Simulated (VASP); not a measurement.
# Zn2SnO3 (P4/mmm) in VASP: further runs

The runs below take Zn2SnO3 through single point, relaxation of cell and atoms, with PBE.

All numbers are computed with VASP 6.6.1; they aren't measurements. Logs are shortened: lines on timing, memory, paths and dates and some standing lists are left out, and cuts for length are marked.

## (1) The cell of the first run

Symmetry: P4/mmm, No. 123, tetragonal system. Conventional cell: a = 2.826 Å, b = 2.826 Å, c = 8.698 Å, α = 90.00°, β = 90.00°, γ = 90.00°. Zn (site symmetry 4mm) has 8 O at 2.38 to 2.41 Å and 5 Zn at 2.68 to 2.83 Å and 1 Sn at 3.01 Å within 3.1 Å. Within 3.5 Å of Sn (site symmetry 4/mmm) lie 8 O at 2.64 Å and 4 Sn at 2.83 Å and 2 Zn at 3.01 Å. Within 3.1 Å of O (site symmetry 4mm) lie 4 Zn at 2.38 Å and 5 O at 2.63 to 2.83 Å and 4 Sn at 2.64 Å. O (site symmetry 4/mmm) has 8 Zn at 2.41 Å and 6 O at 2.63 to 2.83 Å within 3.2 Å.

## (2) Single point, PBE

INCAR reads:

```
PREC = Accurate
ENCUT = 520
EDIFF = 1E-6
ISMEAR = 0
SIGMA = 0.1
LREAL = False
LASPH = True
NELM = 60
ALGO = Normal
ISIF = 2
LWAVE = False
LCHARG = False
GGA = PE
NBANDS = 37
```

KPOINTS reads:

```
Automatic mesh
0
Gamma
  6 6 2
```

POSCAR reads:

```
Zn2SnO3
1.0
    2.8259459875      0.0000000000      0.0000000000
    0.0000000000      2.8259459875      0.0000000000
    0.0000000000      0.0000000000      8.6983726102
Zn Sn O
2 1 3
Direct
    0.5000000000      0.5000000000      0.3460174077
    0.5000000000      0.5000000000      0.6539825923
    0.5000000000      0.5000000000      0.0000000000
    0.0000000000      0.0000000000      0.8021139616
    0.0000000000      0.0000000000      0.1978860384
    0.0000000000      0.0000000000      0.5000000000
```

Potentials or basis: VASP PAW PBE potentials, release 64 (Zn, Sn_d, O).

Launch:

```sh
cat potpaw_PBE.64/Zn/POTCAR potpaw_PBE.64/Sn_d/POTCAR potpaw_PBE.64/O/POTCAR > POTCAR
mpirun -np 1 vasp_std > vasp.out
```

OUTCAR:

```text
PREC = Accurate
   ENCUT = 520
   EDIFF = 1E-6
   ISMEAR = 0
   LREAL = False
   LASPH = True
   NELM = 60
   ISIF = 2
   GGA = PE

 ion  position               nearest neighbor table
   1  0.500  0.500  0.346-   5 2.38   5 2.38   5 2.38   5 2.38   6 2.41   6 2.41   6 2.41   6 2.41
                             2 2.68   3 3.01
   2  0.500  0.500  0.654-   4 2.38   4 2.38   4 2.38   4 2.38   6 2.41   6 2.41   6 2.41   6 2.41
                             1 2.68   3 3.01
   3  0.500  0.500  0.000-   4 2.64   5 2.64   4 2.64   5 2.64   4 2.64   5 2.64   4 2.64   5 2.64
                             1 3.01   2 3.01
   4  0.000  0.000  0.802-   2 2.38   2 2.38   2 2.38   2 2.38   3 2.64   3 2.64   3 2.64   3 2.64

   5  0.000  0.000  0.198-   1 2.38   1 2.38   1 2.38   1 2.38   3 2.64   3 2.64   3 2.64   3 2.64

   6  0.000  0.000  0.500-   1 2.41   2 2.41   1 2.41   2 2.41   1 2.41   2 2.41   1 2.41   2 2.41

  LATTYP: Found a simple tetragonal cell.
 ALAT       =     2.8259459875
 C/A-ratio  =     3.0780392296

  Lattice vectors:

 A1 = (   2.8259459875,   0.0000000000,   0.0000000000)
 A2 = (   0.0000000000,   2.8259459875,   0.0000000000)
 A3 = (   0.0000000000,   0.0000000000,   8.6983726102)

Analysis of symmetry for initial positions (statically):
=====================================================================
 Subroutine PRICEL returns:
 Original cell was already a primitive cell.

 Routine SETGRP: Setting up the symmetry group for a
 simple tetragonal supercell.

 Subroutine GETGRP returns: Found 16 space group operations
 (whereof 16 operations were pure point group operations)
 out of a pool of 16 trial point group operations.

The static configuration has the point symmetry D_4h.

Analysis of symmetry for dynamics (positions and initial velocities):
=====================================================================
 Subroutine PRICEL returns:
 Original cell was already a primitive cell.

 Routine SETGRP: Setting up the symmetry group for a
 simple tetragonal supercell.

 Subroutine GETGRP returns: Found 16 space group operations
 (whereof 16 operations were pure point group operations)
 out of a pool of 16 trial point group operations.

The dynamic configuration has the point symmetry D_4h.

 Subroutine INISYM returns: Found 16 space group operations
 (whereof 16 operations are pure point group operations),
 and found     1 'primitive' translations

----------------------------------------------------------------------------------------

                                     Primitive cell

  volume of cell :      69.4649

  direct lattice vectors                    reciprocal lattice vectors
     2.825945987  0.000000000  0.000000000     0.353863805  0.000000000  0.000000000
     0.000000000  2.825945987  0.000000000     0.000000000  0.353863805  0.000000000
     0.000000000  0.000000000  8.698372610     0.000000000  0.000000000  0.114964033

  length of vectors
     2.825945987  2.825945987  8.698372610     0.353863805  0.353863805  0.114964033

  position of ions in fractional coordinates (direct lattice)
     0.500000000  0.500000000  0.346017408
     0.500000000  0.500000000  0.653982592
     0.500000000  0.500000000  0.000000000
     0.000000000  0.000000000  0.802113962
     0.000000000  0.000000000  0.197886038
     0.000000000  0.000000000  0.500000000

  ion indices of the primitive-cell ions
   primitive index   ion index
                 1           1
                 2           2
                 3           3
                 4           4
                 5           5
                 6           6

----------------------------------------------------------------------------------------

 KPOINTS: Automatic mesh

Automatic generation of k-mesh.
 Grid dimensions read from file:
 generate k-points for:    6    6    2

 Generating k-lattice:

  Cartesian coordinates                     Fractional coordinates (reciprocal lattice)
     0.058977301  0.000000000  0.000000000     0.166666667  0.000000000  0.000000000
     0.000000000  0.058977301  0.000000000     0.000000000  0.166666667  0.000000000
     0.000000000  0.000000000  0.057482017     0.000000000  0.000000000  0.500000000

  Length of vectors
     0.058977301  0.058977301  0.057482017

  Shift w.r.t. Gamma in fractional coordinates (k-lattice)
     0.000000000  0.000000000  0.000000000

 Subroutine IBZKPT returns following result:
 ===========================================

 Found     20 irreducible k-points:

 Following reciprocal coordinates:
            Coordinates               Weight
  0.000000  0.000000  0.000000      1.000000
  0.166667  0.000000  0.000000      4.000000
  0.333333  0.000000  0.000000      4.000000
  0.500000  0.000000  0.000000      2.000000
  0.166667  0.166667  0.000000      4.000000
  0.333333  0.166667  0.000000      8.000000
[... 12 lines left out ...]
  0.500000  0.333333  0.500000      4.000000
  0.500000  0.500000  0.500000      1.000000
   k-points           NKPTS =     20   k-points in BZ     NKDIM =     20   number of bands    NBANDS=     37
   number of dos      NEDOS =    301   number of ions     NIONS =      6
   total plane-waves  NPLWV =  40320
   dimension x,y,z NGX =    24 NGY =   24 NGZ =   70
   dimension x,y,z NGXF=    48 NGYF=   48 NGZF=  140
   ions per type =               2   1   3
   NGX,Y,Z   is equivalent  to a cutoff of  14.12, 14.12, 13.38 a.u.
   NGXF,Y,Z  is equivalent  to a cutoff of  28.24, 28.24, 26.76 a.u.
 SYSTEM =  unknown system
   PREC   = accura    normal or accurate (medium, high low for compatibility)
   ISTART =      0    job   : 0-new  1-cont  2-samecut
   ICHARG =      2    charge: 1-file 2-atom 10-const
   ISPIN  =      1    spin polarized calculation?
   LNONCOLLINEAR =      F non collinear calculations
   LSORBIT =      F    spin-orbit coupling
   LASPH  =      T    aspherical Exc in radial PAW
   ENCUT  =  520.0 eV  38.22 Ry    6.18 a.u.   5.25  5.25 16.17*2*pi/ulx,y,z
   NELM   =     60;   NELMIN=  2; NELMDL= -5     # of ELM steps
   EDIFF  = 0.1E-05   stopping-criterion for ELM
   LREAL  =      F    real-space projection
   EDIFFG = 0.1E-04   stopping-criterion for IOM
   NSW    =      0    number of steps for IOM
   IBRION =     -1    ionic relax: 0-MD 1-quasi-New 2-CG
   NFREE  =      0    steps in history (QN), initial steepest desc. (CG)
   ISIF   =      2    stress and relaxation
   ISYM   =      2    0-nonsym 1-usesym 2-fastsym
   POTIM  = 0.5000    time-step for ionic-motion
   TEBEG  =    0.0;   TEEND  =   0.0 temperature during run
   PSTRESS=    0.0 pullay stress
   NELECT =      56.0000    total number of electrons
   NUPDOWN=      -1.0000    fix difference up-down
   EMIN   =  10.00;   EMAX   =-10.00  energy-range for DOS
   EFERMI =   0.00;   METHOD = LEGACY
   ISMEAR =     0;   SIGMA  =   0.10  broadening in eV -4-tet -1-fermi 0-gaus
   EFERMI_NEDOS =   21; number of points for ismear=-14 and -15
   IALGO  =     38    algorithm
   IMIX   =      4    mixing-type and parameters
     AMIX     =   0.40;   BMIX     =  1.00
     AMIX_MAG =   1.60;   BMIX_MAG =  1.00
  volume/ion in A,a.u.               =      11.58        78.13
  Fermi-wavevector in a.u.,A,eV,Ry     =   1.523640  2.879261 31.585623  2.321478
  Thomas-Fermi vector in A             =   2.632055
   LORBIT       =      0    0 simple, 1 ext, 2 COOP (PROOUT), +10 PAW based schemes
   GGA     = PE    functional components
   LHFCALC =     F    Hartree Fock is set to
   AEXX    =    0.0000 exact exchange contribution
   IVDW    =     0    specifies the selected vdW correction
   LEPSILON=     F    determine dielectric tensor
   LRPA    =     F    only Hartree local field effects (RPA)
 non-spin polarized calculation
 Gauss-broadening in eV      SIGMA  =   0.10
  energy-cutoff  :      520.00
  volume of cell :       69.46
 maximum number of plane-waves:      1896
 NGX is ok and might be reduce to    24
   NGX = 11   NGY = 11   NGZ = 33

 number of electron      56.0000009 magnetization

 Free energy of the ion-electron system (eV)
  ---------------------------------------------------
  ext. energy  EPLUGINS =         0.00000000
  ---------------------------------------------------
  free energy    TOTEN  =       -24.14904002 eV

  energy without entropy =      -24.14650595  energy(sigma->0) =      -24.14777298

 E-fermi :   5.5450     XC(G=0): -11.9832

 val. band max:        5.4969094763   @ k =   0.1667   0.1667   0.5000
 cond. band min:       6.0438789593   @ k =   0.5000   0.0000   0.0000
 fundamental gap:      0.5469694830
 Fermi energy:         5.5450259959

 k-point     1 :       0.0000    0.0000    0.0000
  band No.  band energies     occupation
      1     -16.5830      2.00000
      2     -16.2291      2.00000
      3     -15.8537      2.00000
      4     -15.8537      2.00000
      5     -15.7914      2.00000
      6     -12.9396      2.00000
[... 29 lines left out ...]
     36      17.1924      0.00000
     37      17.7975      0.00000

 k-point     2 :       0.1667    0.0000    0.0000
  band No.  band energies     occupation
      1     -16.4882      2.00000
      2     -16.1585      2.00000
      3     -15.9413      2.00000
      4     -15.8474      2.00000
      5     -15.8436      2.00000
      6     -12.7189      2.00000
[... 29 lines left out ...]
     36      16.7841      0.00000
     37      17.2499      0.00000

 k-point     3 :       0.3333    0.0000    0.0000
  band No.  band energies     occupation
      1     -16.3819      2.00000
      2     -16.1042      2.00000
      3     -15.9465      2.00000
      4     -15.9315      2.00000
      5     -15.8348      2.00000
      6     -12.2220      2.00000
[... 29 lines left out ...]
     36      16.5153      0.00000
     37      17.8469      0.00000

 k-point     4 :       0.5000    0.0000    0.0000
  band No.  band energies     occupation
      1     -16.3534      2.00000
      2     -16.1807      2.00000
      3     -15.9972      2.00000
      4     -15.8285      2.00000
      5     -15.7922      2.00000
      6     -11.9382      2.00000
[... 29 lines left out ...]
     36      17.0887      0.00000
     37      18.0482      0.00000
[... 523 lines left out ...]
      1     -16.1874      2.00000
      2     -16.0535      2.00000
      3     -16.0190      2.00000
      4     -15.9236      2.00000
      5     -15.8671      2.00000
      6     -11.5933      2.00000
[... 29 lines left out ...]
     36      14.3261      0.00000
     37      15.2510      0.00000

 k-point    19 :       0.5000    0.3333    0.5000
  band No.  band energies     occupation
      1     -16.2621      2.00000
      2     -16.1008      2.00000
      3     -16.0141      2.00000
      4     -15.9061      2.00000
      5     -15.7069      2.00000
      6     -11.4334      2.00000
[... 29 lines left out ...]
     36      13.5180      0.00000
     37      14.0083      0.00000

 k-point    20 :       0.5000    0.5000    0.5000
  band No.  band energies     occupation
      1     -16.3445      2.00000
      2     -16.0743      2.00000
      3     -16.0743      2.00000
      4     -15.8355      2.00000
      5     -15.5948      2.00000
      6     -11.3156      2.00000
[... 29 lines left out ...]
     36      13.6287      0.00000
     37      13.6287      0.00000

------------------------ aborting loop because EDIFF is reached ----------------------------------------

  FORCE on cell =-STRESS in cart. coord.  units (eV):
  Direction    XX          YY          ZZ          XY          YZ          ZX
  --------------------------------------------------------------------------------------
  -------------------------------------------------------------------------------------
  Total        0.1362981      0.1362981      0.1721188      0.0000000      0.0000000     -0.0000000
  in kB        3.1436536      3.1436536      3.9698424      0.0000000      0.0000000     -0.0000000
  external PRESSURE =       3.4190499 kB  Pullay stress =       0.0000000 kB

 VOLUME and BASIS-vectors are now :
 -----------------------------------------------------------------------------
  energy-cutoff  :      520.00
  volume of cell :       69.46
      direct lattice vectors                 reciprocal lattice vectors
     2.825945987  0.000000000  0.000000000     0.353863805  0.000000000  0.000000000
     0.000000000  2.825945987  0.000000000     0.000000000  0.353863805  0.000000000
     0.000000000  0.000000000  8.698372610     0.000000000  0.000000000  0.114964033

 POSITION                                       TOTAL-FORCE (eV/Angst)
 -----------------------------------------------------------------------------------
      1.41297      1.41297      3.00979        -0.000000     -0.000000      0.013335
      1.41297      1.41297      5.68858        -0.000000     -0.000000     -0.013335
      1.41297      1.41297      0.00000        -0.000000     -0.000000     -0.000000
      0.00000      0.00000      6.97709         0.000000      0.000000      0.012192
      0.00000      0.00000      1.72129        -0.000000      0.000000     -0.012192
      0.00000      0.00000      4.34919        -0.000000     -0.000000     -0.000000
 -----------------------------------------------------------------------------------
    total drift:                                0.000000     -0.000000     -0.000000

  FREE ENERGIE OF THE ION-ELECTRON SYSTEM (eV)
  ---------------------------------------------------
  free  energy   TOTEN  =       -24.1490400150 eV

  energy  without entropy=      -24.1465059523  energy(sigma->0) =      -24.14777298
```

It took 41 s on 1 thread of Intel Xeon Platinum 8488C (Sapphire Rapids), shared host; peak memory 0.22 GiB.

Results:

* Free energy: -24.1490 eV
* Pressure: 0.3 GPa
* Largest force: 0.013 eV/Å
* Band gap on the k mesh: zero (band 28 reaches 5.50 eV, above the bottom of band 29 at 4.87 eV)

Forces on the atoms (eV/Å):
```
Zn   0.000  0.000  0.013
Zn   0.000  0.000 -0.013
Sn   0.000  0.000  0.000
O    0.000  0.000  0.012
O    0.000  0.000 -0.012
O    0.000  0.000  0.000
```

Stress tensor (GPa, compression positive):
```
0.31 0.00 0.00
0.00 0.31 0.00
0.00 0.00 0.40
```

Levels at points of the mesh, in eV from the Fermi level:
```tsv
k point	band 24	band 25	band 26	band 27	band 28	band 29	band 30	band 31	band 32	band 33
(0.00, 0.00, 0.00)	-1.87	-1.36	-1.36	-0.92	-0.92	0.87	1.06	5.43	5.99	9.25
(0.50, 0.00, 0.00)	-1.86	-1.00	-0.99	-0.94	-0.72	0.50	2.86	4.76	5.47	5.91
(0.50, 0.50, 0.00)	-2.89	-2.36	-2.18	-1.75	-0.80	1.00	1.00	1.84	1.99	6.19
(0.00, 0.00, 0.50)	-1.60	-1.60	-0.88	-0.83	-0.83	-0.67	2.46	3.60	8.70	8.84
(0.50, 0.00, 0.50)	-2.61	-2.27	-0.99	-0.99	-0.72	1.30	3.51	4.34	5.36	5.52
(0.50, 0.50, 0.50)	-2.27	-2.27	-1.83	-1.75	-1.00	0.74	0.74	1.27	3.22	5.27
```

Caveat: the k points lie up to 0.37 Å⁻¹ apart; spin-orbit coupling is left out, which moves the levels of the heavy elements.

## (3) Single point, PBE

This run uses another cell than the first one, of 13.46 Å³/atom, 1.163 times its volume.

INCAR: that of step 2 with these lines changed.

```diff
@@ -2,3 +2,3 @@
 ENCUT = 520
-EDIFF = 1E-6
+EDIFF = 1E-7
 ISMEAR = 0
@@ -7,3 +7,3 @@
 LASPH = True
-NELM = 60
+NELM = 80
 ALGO = Normal
```

KPOINTS reads:

```
regular mesh
0
Gamma
  6 6 2
```

POSCAR reads:

```
Zn2SnO3
1.0
    2.9878377300      0.0000000000      0.0000000000
    0.0000000000      2.9878377300      0.0000000000
    0.0000000000      0.0000000000      9.0460830000
Zn Sn O
2 1 3
Direct
    0.5000000000      0.5000000000      0.3248246900
    0.5000000000      0.5000000000      0.6751753100
    0.5000000000      0.5000000000      0.0000000000
    0.0000000000      0.0000000000      0.8390681100
    0.0000000000      0.0000000000      0.1609318900
    0.0000000000      0.0000000000      0.5000000000
```

Potentials or basis: VASP PAW PBE potentials, release 64 (Zn, Sn_d, O).

Launch:

```sh
cat potpaw_PBE.64/Zn/POTCAR potpaw_PBE.64/Sn_d/POTCAR potpaw_PBE.64/O/POTCAR > POTCAR
mpirun -np 1 vasp_std > vasp.out
```

It took 46 s on 1 thread of Intel Xeon Platinum 8488C (Sapphire Rapids), shared host; peak memory 0.22 GiB.

The run converged. Its results:

```yaml
Free_energy: -22.9878 eV
Pressure: -9.5 GPa
Largest_force: 1.320 eV/Å
Band_gap_on_the_k_mesh: zero (band 28 reaches 4.16 eV, above the bottom of band 29 at 3.45 eV)
```

Forces in eV/Å, atoms in the order of the input:
```
Zn   0.000  0.000  1.137
Zn   0.000  0.000 -1.137
Sn   0.000  0.000  0.000
O    0.000  0.000 -1.320
O    0.000  0.000  1.320
O    0.000  0.000  0.000
```

Stress tensor (GPa, compression positive):
```
 -8.85   0.00   0.00
  0.00  -8.85   0.00
  0.00   0.00 -10.81
```

Levels at points of the mesh, in eV from the Fermi level:
| k point | band 24 | band 25 | band 26 | band 27 | band 28 | band 29 | band 30 | band 31 | band 32 | band 33 |
| --- | --- | --- | --- | --- | --- | --- | --- | --- | --- | --- |
| (0.00, 0.00, 0.00) | -2.05 | -1.79 | -1.79 | -0.79 | -0.79 | -0.16 | 0.32 | 4.30 | 5.15 | 9.07 |
| (0.50, 0.00, 0.00) | -1.65 | -1.57 | -1.23 | -0.68 | -0.50 | 1.13 | 1.20 | 2.71 | 4.67 | 5.39 |
| (0.50, 0.50, 0.00) | -2.83 | -2.60 | -2.60 | -2.01 | -1.07 | 0.70 | 1.83 | 2.33 | 2.33 | 4.76 |
| (0.00, 0.00, 0.50) | -1.83 | -1.83 | -1.44 | -1.25 | -0.77 | -0.77 | 1.64 | 2.54 | 7.67 | 7.87 |
| (0.50, 0.00, 0.50) | -2.25 | -1.65 | -1.57 | -1.26 | -0.50 | 1.74 | 1.84 | 2.53 | 3.76 | 5.48 |
| (0.50, 0.50, 0.50) | -2.83 | -2.34 | -2.34 | -1.81 | -1.24 | 0.43 | 2.08 | 2.08 | 3.14 | 3.71 |

Caveat: spin-orbit coupling is left out, which moves the levels of the heavy elements; forces of over 1 eV/Å act on the atoms, so gaps and moduli don't describe the material at rest.

[end of part 1 of 2]
